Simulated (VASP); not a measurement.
**H2CO2: single point with PBEsol**

The system is H2CO2.

```xyz
40
Lattice="7.3877 0.0000 0.0000 0.0000 7.3877 0.0000 0.0000 0.0000 7.3877" Properties=species:S:1:pos:R:3 pbc="T T T"
O     2.7729    0.4587    5.9037
O     3.3470    1.5682    7.7276
O     0.1229    5.8250    7.1879
O     0.7803    4.1345    5.8532
O     3.4981    0.9902    2.7891
O     5.3204    2.1971    3.1036
O     7.0527   -0.3373    3.5175
O     7.8854    0.8170    5.3195
O     0.8606    4.4487    2.7711
O     2.8631    3.8625    3.5019
O     5.5492    3.6645    5.8122
O     5.7166    5.8481    5.5248
O    -0.6995    0.6567    0.6661
O     0.6859    2.2452    1.4877
O     5.2641    5.7733    2.1299
O     3.6462    5.4828    0.5992
C     3.6325    0.8407    6.7798
C     0.9137    4.7878    6.8855
C     4.3358    1.6995    3.5918
C     7.9295    0.4907    4.1421
C     1.9962    4.6879    3.2808
C     5.1461    4.8135    5.3577
C    -0.4399    1.8427    1.1578
C     4.2718    5.0793    1.5509
H     1.8169    0.8282    5.8075
H     4.6536    0.4388    6.7579
H    -0.5863    5.9276    6.3748
H     1.6968    4.6973    7.6687
H     3.7437    1.1388    1.8010
H     4.0968    1.6752    4.5888
H     6.2295   -0.5166    4.0985
H     8.8036    0.7140    3.5023
H     0.6373    3.5270    2.2666
H     2.0997    5.8598    3.5462
H     6.5818    3.5034    5.8943
H     4.1532    4.8164    4.8439
H     0.0428   -0.0360    0.6332
H    -1.3739    2.4020    1.0111
H     5.4348    6.5398    1.5453
H     4.2714    4.0288    1.7820
```

```
Program             : VASP 6.6.1
Task                : single point
Functional          : PBEsol
Potentials or basis : VASP PAW PBE potentials, release 64 (O_h, C_h, H_h)
Cutoff              : 1000 eV
k mesh              : 1 × 1 × 1
Occupations         : fermi-dirac, width 0.05 eV
Spin                : no spin polarisation
```

```json
{"Pressure": "2.2 GPa", "Largest force": "4.942 eV/Å", "Band gap on the k mesh": "4.01 eV"}
```

Forces in eV/Å, atoms in the order of the input:
```
O    1.333 -1.098 -1.053
O    0.215  0.602  0.330
O    0.280 -0.438 -0.595
O    0.067 -0.374  0.639
O    0.127  0.171  1.335
O    1.177  0.931  0.460
O    0.194  1.740  1.200
O   -1.057  0.301  0.126
O   -2.469 -0.101 -1.463
O    0.643  0.114  0.387
O    0.674 -1.411 -0.216
O    1.653  3.577 -0.178
O    0.265 -1.053  0.299
O   -1.460 -0.232  0.276
O   -0.538 -0.671  0.189
O   -0.730  0.818 -0.375
C   -0.698  0.305  1.305
C   -0.230  1.025  0.244
C   -0.242 -1.344 -4.750
C   -0.643 -1.774 -1.009
C    0.624  1.466  1.002
C   -1.945 -2.553 -0.096
C    0.775  0.225 -1.193
C    1.604 -0.019 -1.202
H   -0.201  0.413  0.475
H    0.179 -0.399 -0.804
H    0.291 -0.287  0.646
H    0.077 -0.467 -0.349
H   -0.378  0.315  0.335
H   -0.853  0.064  2.802
H    1.104 -0.058 -0.327
H   -0.033  0.125 -0.226
H    1.141  0.428  0.691
H    0.020 -1.975 -0.376
H   -1.020  1.247 -0.228
H    0.220 -0.564  0.116
H   -0.270  0.425 -0.013
H    0.157  0.708  0.470
H    0.046  0.565  0.105
H   -0.102 -0.746  1.017
```

Stress tensor (GPa, compression positive):
```
 2.24 -0.10 -0.56
-0.10  1.79 -0.96
-0.56 -0.96  2.71
```

Levels at points of the mesh, in eV from the valence-band top:
| k point | band 69 | band 70 | band 71 | band 72 | band 73 | band 74 | band 75 | band 76 |
| --- | --- | --- | --- | --- | --- | --- | --- | --- |
| (0.00, 0.00, 0.00) | -0.46 | -0.29 | -0.15 | 0.00 | 4.01 | 4.17 | 4.25 | 4.56 |

It took 4.3 min on 1 thread of Intel(R) Xeon(R) Platinum 8375C CPU @ 2.90GHz (Ice Lake), with other jobs on the host, peak memory 0.94 GiB.

Caveat: the k points lie up to 0.85 Å⁻¹ apart; the PAW data sets were made with another functional, which shifts forces and pressure a little.
